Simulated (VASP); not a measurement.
The system is CdF2.

```
Cd F
1.0
     0.00000    2.65759    2.65759
     2.65759    0.00000    2.65759
     2.65759    2.65759    0.00000
Cd F
1 2
Direct
  0.00000 0.00000 0.00000
  0.75000 0.75000 0.75000
  0.25000 0.25000 0.25000
```

Base run:

| Property | Result |
| --- | --- |
| Program | VASP 6.6.1 |
| Functional | PBE |
| Potentials or basis | VASP PAW PBE potentials, release 64 (Cd_sv_GW, F) |
| Cutoff | 700 eV |
| k mesh | 9 × 9 × 9 |
| Occupations | fermi-dirac, width 0.05 eV |
| Spin | no spin polarisation |

Its results: band gap on the k mesh 3.27 eV (least direct gap 3.68 eV); pressure 10.3 GPa.

Q: The run is repeated on the same cell with these changes: functional from PBE to r2SCAN; cutoff from 700 eV to 770 eV. What comes out?

A: Band gap on the k mesh 3.97 eV (least direct gap 4.40 eV); pressure 4.7 GPa.

Caveats: the cell stands under pressure; an odd mesh through Γ misses points on the zone boundary, where band edges can lie; the PAW data sets were made with another functional, which shifts forces and pressure a little (at least some runs).
